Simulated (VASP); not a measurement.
# CsI (Pm-3m) in VASP: single point with LDA

Aim: the single point of CsI with LDA.

Program: VASP 6.6.1. These are calculated values, not measurements. Logs are shortened: lines on timing, memory, paths and dates and some standing lists are left out, and cuts for length are marked.

**1. The cell of the first run**

Symmetry: Pm-3m, No. 221, cubic system. Conventional cell: a = 4.608 Å, b = 4.608 Å, c = 4.608 Å, α = 90.00°, β = 90.00°, γ = 90.00°. Within 5.2 Å of Cs (site symmetry m-3m) lie 8 I at 3.99 Å and 6 Cs at 4.61 Å. Within 5.2 Å of I (site symmetry m-3m) lie 8 Cs at 3.99 Å and 6 I at 4.61 Å.

**2. Single point, LDA**

The input, INCAR:

```
SYSTEM = CsI
ALGO = Normal
EDIFF = 1E-6
ENCUT = 500
GGA = CA
GGA_COMPAT = .FALSE.
ISIF = 2
ISMEAR = 0
LASPH = .TRUE.
LCHARG = .FALSE.
LREAL = .FALSE.
LWAVE = .FALSE.
NBANDS = 15
NELM = 120
PREC = Accurate
SIGMA = 0.01
```

The input, KPOINTS:

```
k-points
0
G
  4 4 4
  0 0 0
```

The input, POSCAR:

```
CsI
1.0
    4.6081404514      0.0000000000      0.0000000000
    0.0000000000      4.6081404514      0.0000000000
    0.0000000000      0.0000000000      4.6081404514
Cs I
1 1
Direct
    0.0000000000      0.0000000000      0.0000000000
    0.5000000000      0.5000000000      0.5000000000
```

Potentials or basis: VASP PAW LDA potentials, release 64 (Cs_sv, I).

Command:

```bash
cat potpaw_LDA.64/Cs_sv/POTCAR potpaw_LDA.64/I/POTCAR > POTCAR
mpirun -np 1 vasp_std > vasp.out
```

OUTCAR:

```text
SYSTEM = CsI
   EDIFF = 1E-6
   ENCUT = 500
   GGA = CA
   ISIF = 2
   ISMEAR = 0
   LASPH = .TRUE.
   LREAL = .FALSE.
   NELM = 120
   PREC = Accurate

 ion  position               nearest neighbor table
   1  0.000  0.000  0.000-
   2  0.500  0.500  0.500-

  LATTYP: Found a simple cubic cell.
 ALAT       =     4.6081404514

  Lattice vectors:

 A1 = (   4.6081404514,   0.0000000000,   0.0000000000)
 A2 = (   0.0000000000,   4.6081404514,   0.0000000000)
 A3 = (   0.0000000000,   0.0000000000,   4.6081404514)

Analysis of symmetry for initial positions (statically):
=====================================================================
 Subroutine PRICEL returns:
 Original cell was already a primitive cell.

 Routine SETGRP: Setting up the symmetry group for a
 simple cubic supercell.

 Subroutine GETGRP returns: Found 48 space group operations
 (whereof 48 operations were pure point group operations)
 out of a pool of 48 trial point group operations.

The static configuration has the point symmetry O_h .

Analysis of symmetry for dynamics (positions and initial velocities):
=====================================================================
 Subroutine PRICEL returns:
 Original cell was already a primitive cell.

 Routine SETGRP: Setting up the symmetry group for a
 simple cubic supercell.

 Subroutine GETGRP returns: Found 48 space group operations
 (whereof 48 operations were pure point group operations)
 out of a pool of 48 trial point group operations.

The dynamic configuration has the point symmetry O_h .

 Subroutine INISYM returns: Found 48 space group operations
 (whereof 48 operations are pure point group operations),
 and found     1 'primitive' translations

----------------------------------------------------------------------------------------

                                     Primitive cell

  volume of cell :      97.8537

  direct lattice vectors                    reciprocal lattice vectors
     4.608140451  0.000000000  0.000000000     0.217007275  0.000000000  0.000000000
     0.000000000  4.608140451  0.000000000     0.000000000  0.217007275  0.000000000
     0.000000000  0.000000000  4.608140451     0.000000000  0.000000000  0.217007275

  length of vectors
     4.608140451  4.608140451  4.608140451     0.217007275  0.217007275  0.217007275

  position of ions in fractional coordinates (direct lattice)
     0.000000000  0.000000000  0.000000000
     0.500000000  0.500000000  0.500000000

  ion indices of the primitive-cell ions
   primitive index   ion index
                 1           1
                 2           2

----------------------------------------------------------------------------------------

 KPOINTS: k-points

Automatic generation of k-mesh.
 Grid dimensions read from file:
 generate k-points for:    4    4    4

 Generating k-lattice:

  Cartesian coordinates                     Fractional coordinates (reciprocal lattice)
     0.054251819  0.000000000  0.000000000     0.250000000  0.000000000  0.000000000
     0.000000000  0.054251819  0.000000000     0.000000000  0.250000000  0.000000000
     0.000000000  0.000000000  0.054251819     0.000000000  0.000000000  0.250000000

  Length of vectors
     0.054251819  0.054251819  0.054251819

  Shift w.r.t. Gamma in fractional coordinates (k-lattice)
     0.000000000  0.000000000  0.000000000

 Subroutine IBZKPT returns following result:
 ===========================================

 Found     10 irreducible k-points:

 Following reciprocal coordinates:
            Coordinates               Weight
  0.000000  0.000000  0.000000      1.000000
  0.250000  0.000000  0.000000      6.000000
  0.500000  0.000000  0.000000      3.000000
  0.250000  0.250000  0.000000     12.000000
  0.500000  0.250000  0.000000     12.000000
  0.500000  0.500000  0.000000      3.000000
  0.250000  0.250000  0.250000      8.000000
  0.500000  0.250000  0.250000     12.000000
  0.500000  0.500000  0.250000      6.000000
  0.500000  0.500000  0.500000      1.000000
   k-points           NKPTS =     10   k-points in BZ     NKDIM =     10   number of bands    NBANDS=     15
   number of dos      NEDOS =    301   number of ions     NIONS =      2
   total plane-waves  NPLWV =  46656
   dimension x,y,z NGX =    36 NGY =   36 NGZ =   36
   dimension x,y,z NGXF=    72 NGYF=   72 NGZF=   72
   ions per type =               1   1
   NGX,Y,Z   is equivalent  to a cutoff of  12.99, 12.99, 12.99 a.u.
   NGXF,Y,Z  is equivalent  to a cutoff of  25.98, 25.98, 25.98 a.u.
 SYSTEM =  CsI
   PREC   = accura    normal or accurate (medium, high low for compatibility)
   ISTART =      0    job   : 0-new  1-cont  2-samecut
   ICHARG =      2    charge: 1-file 2-atom 10-const
   ISPIN  =      1    spin polarized calculation?
   LNONCOLLINEAR =      F non collinear calculations
   LSORBIT =      F    spin-orbit coupling
   LASPH  =      T    aspherical Exc in radial PAW
   ENCUT  =  500.0 eV  36.75 Ry    6.06 a.u.   8.40  8.40  8.40*2*pi/ulx,y,z
   NELM   =    120;   NELMIN=  2; NELMDL= -5     # of ELM steps
   EDIFF  = 0.1E-05   stopping-criterion for ELM
   LREAL  =      F    real-space projection
   EDIFFG = 0.1E-04   stopping-criterion for IOM
   NSW    =      0    number of steps for IOM
   IBRION =     -1    ionic relax: 0-MD 1-quasi-New 2-CG
   NFREE  =      0    steps in history (QN), initial steepest desc. (CG)
   ISIF   =      2    stress and relaxation
   ISYM   =      2    0-nonsym 1-usesym 2-fastsym
   POTIM  = 0.5000    time-step for ionic-motion
   TEBEG  =    0.0;   TEEND  =   0.0 temperature during run
   PSTRESS=    0.0 pullay stress
   NELECT =      16.0000    total number of electrons
   NUPDOWN=      -1.0000    fix difference up-down
   EMIN   =  10.00;   EMAX   =-10.00  energy-range for DOS
   EFERMI =   0.00;   METHOD = LEGACY
   ISMEAR =     0;   SIGMA  =   0.01  broadening in eV -4-tet -1-fermi 0-gaus
   EFERMI_NEDOS =   21; number of points for ismear=-14 and -15
   IALGO  =     38    algorithm
   IMIX   =      4    mixing-type and parameters
     AMIX     =   0.40;   BMIX     =  1.00
     AMIX_MAG =   1.60;   BMIX_MAG =  1.00
  volume/ion in A,a.u.               =      48.93       330.17
  Fermi-wavevector in a.u.,A,eV,Ry     =   0.895205  1.691692 10.903598  0.801392
  Thomas-Fermi vector in A             =   2.017507
   LORBIT       =      0    0 simple, 1 ext, 2 COOP (PROOUT), +10 PAW based schemes
   GGA     = CA    functional components
   LHFCALC =     F    Hartree Fock is set to
   AEXX    =    0.0000 exact exchange contribution
   IVDW    =     0    specifies the selected vdW correction
   LEPSILON=     F    determine dielectric tensor
   LRPA    =     F    only Hartree local field effects (RPA)
 non-spin polarized calculation
 Gauss-broadening in eV      SIGMA  =   0.01
  energy-cutoff  :      500.00
  volume of cell :       97.85
 maximum number of plane-waves:      2517
 NGX is ok and might be reduce to    36
   NGX = 17   NGY = 17   NGZ = 17

 number of electron      16.0000002 magnetization

 Free energy of the ion-electron system (eV)
  ---------------------------------------------------
  ext. energy  EPLUGINS =         0.00000000
  ---------------------------------------------------
  free energy    TOTEN  =        -6.11534284 eV

  energy without entropy =       -6.11534284  energy(sigma->0) =       -6.11534284

 E-fermi :   0.5665     XC(G=0):  -7.9719

 val. band max:        0.4963673161   @ k =   0.5000   0.5000   0.0000
 cond. band min:       3.9443857669   @ k =   0.0000   0.0000   0.0000
 fundamental gap:      3.4480184507
 Fermi energy:         0.5665411965

 k-point     1 :       0.0000    0.0000    0.0000
  band No.  band energies     occupation
      1     -19.8758      2.00000
      2     -10.1833      2.00000
      3      -6.5759      2.00000
      4      -6.5759      2.00000
      5      -6.5759      2.00000
      6       0.4015      2.00000
      7       0.4015      2.00000
      8       0.4015      2.00000
      9       3.9444      0.00000
     10       4.4956      0.00000
     11       4.4956      0.00000
     12       8.1078      0.00000
     13       8.1078      0.00000
     14       8.1078      0.00000
     15      10.5255      0.00000

 k-point     2 :       0.2500    0.0000    0.0000
  band No.  band energies     occupation
      1     -19.8644      2.00000
      2     -10.1855      2.00000
      3      -6.6583      2.00000
      4      -6.5459      2.00000
      5      -6.5459      2.00000
      6      -0.4566      2.00000
      7       0.3303      2.00000
      8       0.3303      2.00000
      9       4.8519      0.00000
     10       5.0963      0.00000
     11       5.6940      0.00000
     12       7.9828      0.00000
     13       7.9828      0.00000
     14       8.3667      0.00000
     15       8.5511      0.00000

 k-point     3 :       0.5000    0.0000    0.0000
  band No.  band energies     occupation
      1     -19.8530      2.00000
      2     -10.1904      2.00000
      3      -6.7255      2.00000
      4      -6.5153      2.00000
      5      -6.5153      2.00000
      6      -1.0684      2.00000
      7       0.2559      2.00000
      8       0.2559      2.00000
      9       5.4730      0.00000
     10       6.6104      0.00000
     11       6.8669      0.00000
     12       7.1595      0.00000
     13       8.1789      0.00000
     14       8.1789      0.00000
     15       8.7272      0.00000
[... 91 lines left out ...]
 k-point     9 :       0.5000    0.5000    0.2500
  band No.  band energies     occupation
      1     -19.8226      2.00000
      2      -9.9759      2.00000
      3      -6.8788      2.00000
      4      -6.8788      2.00000
      5      -6.6564      2.00000
      6      -0.5800      2.00000
      7      -0.5800      2.00000
      8      -0.2416      2.00000
      9       5.5754      0.00000
     10       6.6344      0.00000
     11       6.7214      0.00000
     12       6.7214      0.00000
     13       9.1093      0.00000
     14       9.1093      0.00000
     15      10.0111      0.00000

 k-point    10 :       0.5000    0.5000    0.5000
  band No.  band energies     occupation
      1     -19.8128      2.00000
      2      -9.9265      2.00000
      3      -6.8244      2.00000
      4      -6.8244      2.00000
      5      -6.8244      2.00000
      6      -0.7909      2.00000
      7      -0.7909      2.00000
      8      -0.7909      2.00000
      9       7.3644      0.00000
     10       7.3644      0.00000
     11       7.3644      0.00000
     12       8.0920      0.00000
     13       8.0920      0.00000
     14       8.0920      0.00000
     15      10.1291      0.00000

------------------------ aborting loop because EDIFF is reached ----------------------------------------

  FORCE on cell =-STRESS in cart. coord.  units (eV):
  Direction    XX          YY          ZZ          XY          YZ          ZX
  --------------------------------------------------------------------------------------
  -------------------------------------------------------------------------------------
  Total       -0.9647847     -0.9647847     -0.9647847     -0.0000000     -0.0000000     -0.0000000
  in kB      -15.7966097    -15.7966097    -15.7966097     -0.0000000     -0.0000000     -0.0000000
  external PRESSURE =     -15.7966097 kB  Pullay stress =       0.0000000 kB

 VOLUME and BASIS-vectors are now :
 -----------------------------------------------------------------------------
  energy-cutoff  :      500.00
  volume of cell :       97.85
      direct lattice vectors                 reciprocal lattice vectors
     4.608140451  0.000000000  0.000000000     0.217007275  0.000000000  0.000000000
     0.000000000  4.608140451  0.000000000     0.000000000  0.217007275  0.000000000
     0.000000000  0.000000000  4.608140451     0.000000000  0.000000000  0.217007275

 POSITION                                       TOTAL-FORCE (eV/Angst)
 -----------------------------------------------------------------------------------
      0.00000      0.00000      0.00000         0.000000      0.000000      0.000000
      2.30407      2.30407      2.30407         0.000000      0.000000      0.000000
 -----------------------------------------------------------------------------------
    total drift:                               -0.000000      0.000000      0.000000

  FREE ENERGIE OF THE ION-ELECTRON SYSTEM (eV)
  ---------------------------------------------------
  free  energy   TOTEN  =        -6.1153428391 eV

  energy  without entropy=       -6.1153428391  energy(sigma->0) =       -6.11534284
```

It took 22 s on 1 thread of Intel Xeon 8259CL, shared host; peak memory 0.17 GiB.

What came out:

```
Free energy            : -6.1153 eV
Pressure               : -1.6 GPa
Band gap on the k mesh : 3.45 eV, indirect (least direct gap 3.54 eV)
```

Caveat: spin-orbit coupling is left out, which moves the levels of the heavy elements. As with any semilocal functional, this LDA gap is likely too small.
